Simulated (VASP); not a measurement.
AlP:

```
Al P
1.0
     0.00000    2.73512    2.73512
     2.73512    0.00000    2.73512
     2.73512    2.73512    0.00000
Al P
1 1
Direct
  0.00000 0.00000 0.00000
  0.75000 0.75000 0.75000
```

Base run:

| Property | Result |
| --- | --- |
| Program | VASP 6.6.1 |
| Functional | PBEsol |
| Potentials or basis | VASP PAW PBE potentials, release 64 (Al, P) |
| Cutoff | 500 eV |
| k mesh | 8 × 8 × 8 |
| Occupations | gaussian, width 0.01 eV |
| Spin | no spin polarisation |

Its results: band gap on the k mesh 1.45 eV (least direct gap 3.16 eV); pressure 0.0 GPa.

Problem. The run is repeated on the same cell with these changes: occupations from gaussian, width 0.01 eV to fermi-dirac, width 0.025 eV; dispersion from none to D3(BJ). What comes out?

Solution. Band gap on the k mesh 1.45 eV (least direct gap 3.16 eV); pressure -2.0 GPa.

Caveats: the PAW data sets were made with another functional, which shifts forces and pressure a little; three body term missing (at least some runs).

A k mesh can miss the band edges.
